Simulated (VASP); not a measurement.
# BaS: dielectric tensor with r2SCAN

BaS:

```
Ba S
1.0
     3.83376    0.00000    0.00000
     0.00000    3.83376    0.00000
     0.00000    0.00000    3.83376
Ba S
1 1
Direct
  0.00000 0.00000 0.00000
  0.50000 0.50000 0.50000
```

| Property | Result |
| --- | --- |
| Program | VASP 6.6.1 |
| Task | dielectric tensor |
| Functional | r2SCAN |
| Potentials or basis | VASP PAW PBE potentials, release 64 (Ba_sv, S) |
| Cutoff | 520 eV |
| k mesh | 6 × 6 × 6 |
| Occupations | gaussian, width 0.01 eV |
| Spin | no spin polarisation |
| Dipole correction | no |
| Further INCAR settings | ALGO = Normal; EDIFF = 1e-08 |

| Item | Value |
| --- | --- |
| Band gap on the k mesh | 1.81 eV (least direct gap 1.91 eV) |
| Electronic dielectric tensor (diagonal) | 5.57 |
| Born charges (mean of the diagonal) | Ba +2.88; S -2.88 e |

Levels at points of the mesh, in eV from the valence-band top:
| k point | band 4 | band 5 | band 6 | band 7 | band 8 | band 9 | band 10 | band 11 | band 12 |
| --- | --- | --- | --- | --- | --- | --- | --- | --- | --- |
| (0.00, 0.00, 0.00) | -12.35 | -11.53 | -0.10 | -0.10 | -0.10 | 1.81 | 1.81 | 4.69 | 7.06 |
| (0.50, 0.00, 0.00) | -12.22 | -10.24 | -2.89 | -0.73 | -0.73 | 2.86 | 6.60 | 7.04 | 7.59 |
| (0.50, 0.50, 0.00) | -12.13 | -11.10 | -1.39 | -1.39 | 0.00 | 2.66 | 3.88 | 4.80 | 4.80 |
| (0.50, 0.50, 0.50) | -12.97 | -10.70 | -2.81 | -2.81 | -2.81 | 7.94 | 7.94 | 7.94 | 8.44 |

Electronic dielectric tensor:
```
5.57 0.00 0.00
0.00 5.57 0.00
0.00 0.00 5.57
```

Born effective charge tensors (e):
atom 1, Ba
```
2.88 0.00 0.00
0.00 2.88 0.00
0.00 0.00 2.88
```
atom 2, S
```
-2.88  0.00  0.00
 0.00 -2.88  0.00
 0.00  0.00 -2.88
```

Dipole moments of the cell (e·Å, modulo the quantum): ionic -11.501, -11.501, -11.501; electronic 0.000, 0.000, 0.014

It took 27 min on 1 thread of Intel(R) Xeon(R) Platinum 8375C CPU @ 2.90GHz (Ice Lake), on a shared host, peak memory 0.28 GiB.

Caveat: spin-orbit coupling is left out, which moves the levels of the heavy elements. A k mesh can miss the band edges.
